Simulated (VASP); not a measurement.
# AlNi (Cmmm) in VASP: a series of runs

AlNi is run at these levels: PBE; tasks: single point.

Program: VASP 6.6.1. These are calculated values, not measurements. Logs are shortened: lines on timing, memory, paths and dates and some standing lists are left out, and cuts for length are marked.

### 1 The cell of the first run

It takes space group Cmmm (No. 65, orthorhombic). Conventional cell: a = 4.061 Å, b = 4.088 Å, c = 2.881 Å, α = 90.00°, β = 90.00°, γ = 90.00°. Within 3.3 Å of Al (site symmetry mmm) lie 8 Ni at 2.49 to 2.50 Å and 6 Al at 2.88 Å. Within 3.3 Å of Ni (site symmetry mmm) lie 8 Al at 2.49 to 2.50 Å and 6 Ni at 2.88 Å.

### 2 Single point, PBE, collinear spin, ferromagnetic start

File INCAR:

```
PREC = Accurate
ENCUT = 520
EDIFF = 1E-7
ISMEAR = -1
SIGMA = 0.05
LREAL = False
LASPH = True
NELM = 150
ALGO = Normal
ISIF = 2
LWAVE = False
LCHARG = True
ISPIN = 2
MAGMOM = 0 1.5
LORBIT = 11
LMAXMIX = 4
GGA = PE
LELF = True
LVHAR = True
NBANDS = 18
```

File KPOINTS:

```
Automatic mesh
0
Gamma
  12 12 12
```

File POSCAR:

```
AlNi
1.0
    2.8810000000      0.0096033333      0.0000000000
    0.0096033333      2.8810000000      0.0000000000
    0.0000000000      0.0000000000      2.8810000000
Al Ni
1 1
Direct
    0.0000000000      0.0000000000      0.0000000000
    0.5000000000      0.5000000000      0.5000000000
```

Potentials or basis: VASP PAW PBE potentials, release 64 (Al, Ni).

Launch:

```bash
> cat potpaw_PBE.64/Al/POTCAR potpaw_PBE.64/Ni/POTCAR > POTCAR
> mpirun -np 1 vasp_std > vasp.out
```

OUTCAR:

```text
PREC = Accurate
   ENCUT = 520
   EDIFF = 1E-7
   ISMEAR = -1
   LREAL = False
   LASPH = True
   NELM = 150
   ISIF = 2
   ISPIN = 2
   LORBIT = 11
   GGA = PE

 ion  position               nearest neighbor table
   1  0.000  0.000  0.000-   2 2.49   2 2.49   2 2.49   2 2.49   2 2.50   2 2.50   2 2.50   2 2.50

   2  0.500  0.500  0.500-   1 2.49   1 2.49   1 2.49   1 2.49   1 2.50   1 2.50   1 2.50   1 2.50

  LATTYP: Found a base centered orthorhombic cell.
 ALAT       =     4.0607681090
 B/A-ratio  =     1.0066889632
 C/A-ratio  =     0.7094716868

  Lattice vectors:

 A1 = (  -0.0096033333,  -2.8810000000,   0.0000000000)
 A2 = (   2.8810000000,   0.0096033333,   0.0000000000)
 A3 = (   0.0000000000,   0.0000000000,   2.8810000000)

Analysis of symmetry for initial positions (statically):
=====================================================================
 Subroutine PRICEL returns:
 Original cell was already a primitive cell.

 Routine SETGRP: Setting up the symmetry group for a
 base centered orthorhombic supercell.

 Subroutine GETGRP returns: Found  8 space group operations
 (whereof  8 operations were pure point group operations)
 out of a pool of  8 trial point group operations.

The static configuration has the point symmetry D_2h.

Analysis of symmetry for dynamics (positions and initial velocities):
=====================================================================
 Subroutine PRICEL returns:
 Original cell was already a primitive cell.

 Routine SETGRP: Setting up the symmetry group for a
 base centered orthorhombic supercell.

 Subroutine GETGRP returns: Found  8 space group operations
 (whereof  8 operations were pure point group operations)
 out of a pool of  8 trial point group operations.

The dynamic configuration has the point symmetry D_2h.

Analysis of structural, dynamic, and magnetic symmetry:
=====================================================================
 Subroutine PRICEL returns:
 Original cell was already a primitive cell.

 Routine SETGRP: Setting up the symmetry group for a
 base centered orthorhombic supercell.

 Subroutine GETGRP returns: Found  8 space group operations
 (whereof  8 operations were pure point group operations)
 out of a pool of  8 trial point group operations.

The overall configuration has the point symmetry D_2h.

 Subroutine INISYM returns: Found  8 space group operations
 (whereof  8 operations are pure point group operations),
 and found     1 'primitive' translations

----------------------------------------------------------------------------------------

                                     Primitive cell

  volume of cell :      23.9125

  direct lattice vectors                    reciprocal lattice vectors
     2.881000000  0.009603333  0.000000000     0.347105558 -0.001157019  0.000000000
     0.009603333  2.881000000  0.000000000    -0.001157019  0.347105558  0.000000000
     0.000000000  0.000000000  2.881000000     0.000000000  0.000000000  0.347101701

  length of vectors
     2.881016006  2.881016006  2.881000000     0.347107486  0.347107486  0.347101701

  position of ions in fractional coordinates (direct lattice)
     0.000000000  0.000000000  0.000000000
     0.500000000  0.500000000  0.500000000

  ion indices of the primitive-cell ions
   primitive index   ion index
                 1           1
                 2           2

----------------------------------------------------------------------------------------

 KPOINTS: Automatic mesh

Automatic generation of k-mesh.
 Grid dimensions read from file:
 generate k-points for:   12   12   12

 Generating k-lattice:

  Cartesian coordinates                     Fractional coordinates (reciprocal lattice)
     0.028925463 -0.000096418  0.000000000     0.083333333  0.000000000  0.000000000
    -0.000096418  0.028925463  0.000000000     0.000000000  0.083333333  0.000000000
     0.000000000  0.000000000  0.028925142     0.000000000  0.000000000  0.083333333

  Length of vectors
     0.028925624  0.028925624  0.028925142

  Shift w.r.t. Gamma in fractional coordinates (k-lattice)
     0.000000000  0.000000000  0.000000000

 Subroutine IBZKPT returns following result:
 ===========================================

 Found    301 irreducible k-points:

 Following reciprocal coordinates:
            Coordinates               Weight
  0.000000  0.000000  0.000000      1.000000
  0.083333  0.000000  0.000000      4.000000
  0.166667  0.000000  0.000000      4.000000
  0.250000  0.000000  0.000000      4.000000
  0.333333  0.000000  0.000000      4.000000
  0.416667  0.000000  0.000000      4.000000
[... 16 lines left out ...]
  0.500000  0.166667  0.000000      4.000000
 -0.416667  0.166667  0.000000      4.000000
 [... further k-points ...]
   k-points           NKPTS =    301   k-points in BZ     NKDIM =    301   number of bands    NBANDS=     18
   number of dos      NEDOS =    301   number of ions     NIONS =      2
   total plane-waves  NPLWV =  13824
   dimension x,y,z NGX =    24 NGY =   24 NGZ =   24
   dimension x,y,z NGXF=    48 NGYF=   48 NGZF=   48
   ions per type =               1   1
   NGX,Y,Z   is equivalent  to a cutoff of  13.85, 13.85, 13.85 a.u.
   NGXF,Y,Z  is equivalent  to a cutoff of  27.70, 27.70, 27.70 a.u.
 SYSTEM =  unknown system
   PREC   = accura    normal or accurate (medium, high low for compatibility)
   ISTART =      0    job   : 0-new  1-cont  2-samecut
   ICHARG =      2    charge: 1-file 2-atom 10-const
   ISPIN  =      2    spin polarized calculation?
   LNONCOLLINEAR =      F non collinear calculations
   LSORBIT =      F    spin-orbit coupling
   LASPH  =      T    aspherical Exc in radial PAW
   ENCUT  =  520.0 eV  38.22 Ry    6.18 a.u.   5.36  5.36  5.36*2*pi/ulx,y,z
   NELM   =    150;   NELMIN=  2; NELMDL= -5     # of ELM steps
   EDIFF  = 0.1E-06   stopping-criterion for ELM
   LREAL  =      F    real-space projection
   EDIFFG = 0.1E-05   stopping-criterion for IOM
   NSW    =      0    number of steps for IOM
   IBRION =     -1    ionic relax: 0-MD 1-quasi-New 2-CG
   NFREE  =      0    steps in history (QN), initial steepest desc. (CG)
   ISIF   =      2    stress and relaxation
   ISYM   =      2    0-nonsym 1-usesym 2-fastsym
   POTIM  = 0.5000    time-step for ionic-motion
   TEBEG  =    0.0;   TEEND  =   0.0 temperature during run
   PSTRESS=    0.0 pullay stress
   NELECT =      13.0000    total number of electrons
   NUPDOWN=      -1.0000    fix difference up-down
   EMIN   =  10.00;   EMAX   =-10.00  energy-range for DOS
   EFERMI =   0.00;   METHOD = LEGACY
   ISMEAR =    -1;   SIGMA  =   0.05  broadening in eV -4-tet -1-fermi 0-gaus
   EFERMI_NEDOS =   21; number of points for ismear=-14 and -15
   IALGO  =     38    algorithm
   IMIX   =      4    mixing-type and parameters
     AMIX     =   0.40;   BMIX     =  1.00
     AMIX_MAG =   1.60;   BMIX_MAG =  1.00
  volume/ion in A,a.u.               =      11.96        80.68
  Fermi-wavevector in a.u.,A,eV,Ry     =   1.336127  2.524913 24.289590  1.785234
  Thomas-Fermi vector in A             =   2.464777
   LORBIT       =     11    0 simple, 1 ext, 2 COOP (PROOUT), +10 PAW based schemes
   GGA     = PE    functional components
   LHFCALC =     F    Hartree Fock is set to
   AEXX    =    0.0000 exact exchange contribution
   IVDW    =     0    specifies the selected vdW correction
   LEPSILON=     F    determine dielectric tensor
   LRPA    =     F    only Hartree local field effects (RPA)
 spin polarized calculation
  energy-cutoff  :      520.00
  volume of cell :       23.91
 maximum number of plane-waves:       661
 NGX is ok and might be reduce to    24
   NGX = 11   NGY = 11   NGZ = 11

 number of electron      13.0000015 magnetization      -0.0016887

 number of electron      13.0000015 magnetization       0.0000759

 Free energy of the ion-electron system (eV)
  ---------------------------------------------------
  ext. energy  EPLUGINS =         0.00000000
  ---------------------------------------------------
  free energy    TOTEN  =       -10.53787551 eV

  energy without entropy =      -10.53056732  energy(sigma->0) =      -10.53422141

 E-fermi :  10.0594     XC(G=0): -12.0482

 val. band max:       10.0593639753   @ k =  -0.3333   0.1667   0.0000
 cond. band min:      10.0594294791   @ k =  -0.3333   0.1667   0.0000
 fundamental gap:      0.0000655038
 Fermi energy:        10.0594272240

 spin component 1

 k-point     1 :       0.0000    0.0000    0.0000
  band No.  band energies     occupation
      1      -1.1117      1.00000
      2       6.8002      1.00000
      3       6.8004      1.00000
      4       8.4767      1.00000
      5       8.4849      1.00000
      6       8.4933      1.00000
[... 10 lines left out ...]
     17      33.3682      0.00000
     18      33.4521      0.00000

 k-point     2 :       0.0833    0.0000    0.0000
  band No.  band energies     occupation
      1      -0.9839      1.00000
      2       6.7898      1.00000
      3       6.8302      1.00000
      4       8.4288      1.00000
      5       8.4298      1.00000
      6       8.4919      1.00000
[... 10 lines left out ...]
     17      33.2616      0.00000
     18      34.0304      0.00000

 k-point     3 :       0.1667    0.0000    0.0000
  band No.  band energies     occupation
      1      -0.6027      1.00000
      2       6.7117      1.00000
      3       6.9132      1.00000
      4       8.2864      1.00000
      5       8.2867      1.00000
      6       8.5072      1.00000
[... 412 lines left out ...]
 k-point    23 :       0.5000    0.1667    0.0000
  band No.  band energies     occupation
      1       3.4121      1.00000
      2       3.7518      1.00000
      3       7.3728      1.00000
      4       7.6629      1.00000
      5       7.8240      1.00000
      6       8.4054      1.00000
[... 10 lines left out ...]
     17      32.9230      0.00000
     18      34.8030      0.00000

 k-point    24 :      -0.4167    0.1667    0.0000
  band No.  band energies     occupation
      1       2.3999      1.00000
      2       4.8108      1.00000
      3       7.2965      1.00000
      4       7.7107      1.00000
      5       7.8629      1.00000
      6       8.3983      1.00000
[... 10 lines left out ...]
     17      32.2550      0.00000
     18      35.1760      0.00000

 [... further k-points ...]

 spin component 2

 k-point     1 :       0.0000    0.0000    0.0000
  band No.  band energies     occupation
      1      -1.1117      1.00000
      2       6.8002      1.00000
      3       6.8005      1.00000
      4       8.4767      1.00000
      5       8.4849      1.00000
      6       8.4933      1.00000
[... 10 lines left out ...]
     17      33.3682      0.00000
     18      33.4521      0.00000

 k-point     2 :       0.0833    0.0000    0.0000
  band No.  band energies     occupation
      1      -0.9839      1.00000
      2       6.7899      1.00000
      3       6.8303      1.00000
      4       8.4288      1.00000
      5       8.4298      1.00000
      6       8.4919      1.00000
[... 10 lines left out ...]
     17      33.2616      0.00000
     18      34.0308      0.00000

 k-point     3 :       0.1667    0.0000    0.0000
  band No.  band energies     occupation
      1      -0.6027      1.00000
      2       6.7118      1.00000
      3       6.9133      1.00000
      4       8.2864      1.00000
      5       8.2867      1.00000
      6       8.5072      1.00000
[... 412 lines left out ...]
 k-point    23 :       0.5000    0.1667    0.0000
  band No.  band energies     occupation
      1       3.4121      1.00000
      2       3.7518      1.00000
      3       7.3728      1.00000
      4       7.6629      1.00000
      5       7.8240      1.00000
      6       8.4054      1.00000
[... 10 lines left out ...]
     17      32.9230      0.00000
     18      34.8030      0.00000

 k-point    24 :      -0.4167    0.1667    0.0000
  band No.  band energies     occupation
      1       2.3999      1.00000
      2       4.8108      1.00000
      3       7.2966      1.00000
      4       7.7107      1.00000
      5       7.8629      1.00000
      6       8.3983      1.00000
[... 10 lines left out ...]
     17      32.2550      0.00000
     18      35.1760      0.00000

 [... further k-points ...]

------------------------ aborting loop because EDIFF is reached ----------------------------------------

  FORCE on cell =-STRESS in cart. coord.  units (eV):
  Direction    XX          YY          ZZ          XY          YZ          ZX
  --------------------------------------------------------------------------------------
  -------------------------------------------------------------------------------------
  Total        0.3157613      0.3157613      0.3158361     -0.1209015      0.0000000      0.0000000
  in kB       21.1565355     21.1565355     21.1615464     -8.1006047      0.0000000      0.0000000
  external PRESSURE =      21.1582058 kB  Pullay stress =       0.0000000 kB

 VOLUME and BASIS-vectors are now :
 -----------------------------------------------------------------------------
  energy-cutoff  :      520.00
  volume of cell :       23.91
      direct lattice vectors                 reciprocal lattice vectors
     2.881000000  0.009603333  0.000000000     0.347105558 -0.001157019  0.000000000
     0.009603333  2.881000000  0.000000000    -0.001157019  0.347105558  0.000000000
     0.000000000  0.000000000  2.881000000     0.000000000  0.000000000  0.347101701

 POSITION                                       TOTAL-FORCE (eV/Angst)
 -----------------------------------------------------------------------------------
      0.00000      0.00000      0.00000         0.000000      0.000000      0.000000
      1.44530      1.44530      1.44050        -0.000000      0.000000      0.000000
 -----------------------------------------------------------------------------------
    total drift:                                0.000000      0.000000     -0.000000

  FREE ENERGIE OF THE ION-ELECTRON SYSTEM (eV)
  ---------------------------------------------------
  free  energy   TOTEN  =       -10.5378755095 eV

  energy  without entropy=      -10.5305673166  energy(sigma->0) =      -10.53422141

 total charge

# of ion       s       p       d       tot
------------------------------------------
    1        0.384   0.414   0.000   0.798
    2        0.476   0.515   8.474   9.465
--------------------------------------------------
tot          0.860   0.929   8.474  10.263

 magnetization (x)

# of ion       s       p       d       tot
------------------------------------------
    1       -0.000   0.000   0.000   0.000
    2        0.000   0.000   0.000   0.000
--------------------------------------------------
tot          0.000   0.000   0.000   0.000
```

Run time: 4.9 min. Hardware: 1 thread of Intel Xeon 8259CL, shared host; peak memory 0.31 GiB.

Results:

| Property | Result |
| --- | --- |
| Free energy | -10.5379 eV |
| Pressure | 2.1 GPa |
| Net moment | 0.00 μB per cell |
| Valence electrons inside the program's atomic spheres | Al 0.80; Ni 9.46 |

Levels at points of the mesh, in eV from the Fermi level:
Spin up:
```csv
k point,band 3,band 4,band 5,band 6,band 7,band 8,band 9,band 10,band 11,band 12
"(0.00, 0.00, 0.00)",-3.26,-1.58,-1.57,-1.57,5.44,5.47,5.49,8.09,8.09,13.71
"(0.50, 0.00, 0.00)",-2.78,-2.28,-2.28,-1.49,-0.68,8.24,9.99,9.99,10.85,10.85
"(0.50, 0.50, 0.00)",-2.96,-2.87,-2.11,-2.10,-1.05,1.45,2.44,12.24,15.06,15.14
"(0.00, 0.00, 0.50)",-2.78,-2.29,-2.26,-1.49,-0.68,8.25,9.97,10.01,10.85,10.85
"(0.50, 0.00, 0.50)",-2.92,-2.92,-2.11,-2.11,-1.05,1.45,2.43,12.24,15.09,15.10
"(0.50, 0.50, 0.50)",-4.12,-1.02,-1.02,1.93,1.97,2.02,3.66,4.37,4.41,4.45
```
Spin down:
```csv
k point,band 4,band 5,band 6,band 7,band 8,band 9,band 10,band 11
"(0.00, 0.00, 0.00)",-1.58,-1.57,-1.57,5.44,5.47,5.49,8.09,8.09
"(0.50, 0.00, 0.00)",-2.28,-2.28,-1.49,-0.68,8.24,9.99,9.99,10.85
"(0.50, 0.50, 0.00)",-2.87,-2.11,-2.10,-1.05,1.45,2.44,12.24,15.06
"(0.00, 0.00, 0.50)",-2.29,-2.26,-1.49,-0.68,8.25,9.97,10.01,10.85
"(0.50, 0.00, 0.50)",-2.92,-2.11,-2.11,-1.05,1.45,2.43,12.24,15.09
"(0.50, 0.50, 0.50)",-1.02,-1.02,1.93,1.97,2.02,3.66,4.37,4.41
```

Caveat: the moments typed at the start vanished in this run.

(Continued in part 2 of 3.)
